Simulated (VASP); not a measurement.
Input of a VASP 6.6.1 run:

INCAR

```
SYSTEM = TiSb
  PREC = Accurate
  ENCUT = 520
  EDIFF = 1E-6
  ISMEAR = -1
  SIGMA = 0.03
  LREAL = .FALSE.
  LASPH = .TRUE.
  NELM = 60
  ALGO = Normal
  ISIF = 2
  LWAVE = .FALSE.
  LCHARG = .TRUE.
  LELF = .TRUE.
  LVHAR = .TRUE.
  NBANDS = 25
```

The input KPOINTS:

```
regular mesh
0
G
  12 12 7
  0 0 0
```

The input POSCAR:

```
TiSb
1.0
    4.1032991169      0.0000000000      0.0000000000
   -2.0516495585      3.5535612746      0.0000000000
    0.0000000000      0.0000000000      6.1579280000
Ti Sb
2 2
Direct
    0.0000000000      0.0000000000      0.0000000000
    0.0000000000      0.0000000000      0.5000000000
    0.3333333333      0.6666666667      0.2500000000
    0.6666666667      0.3333333333      0.7500000000
```

Potentials or basis: VASP PAW LDA potentials, release 64 (Ti_sv, Sb).

Run with:

```sh
$ cat potpaw_LDA.64/Ti_sv/POTCAR potpaw_LDA.64/Sb/POTCAR > POTCAR
$ mpirun -np 1 vasp_std > vasp.out
```

Estimate the pressure.

-6.7 GPa.

Predict the band gap on the k mesh.

zero (bands 17 and 18 overlap by 0.55 eV).

Stress tensor (GPa, compression positive):
```
-6.92  0.00  0.00
 0.00 -6.92  0.00
 0.00  0.00 -6.15
```

Caveat: the cell differs from its parent crystal (zz strain of -2 %); the cell stands under tension; spin-orbit coupling is left out, which moves the levels of the heavy elements.
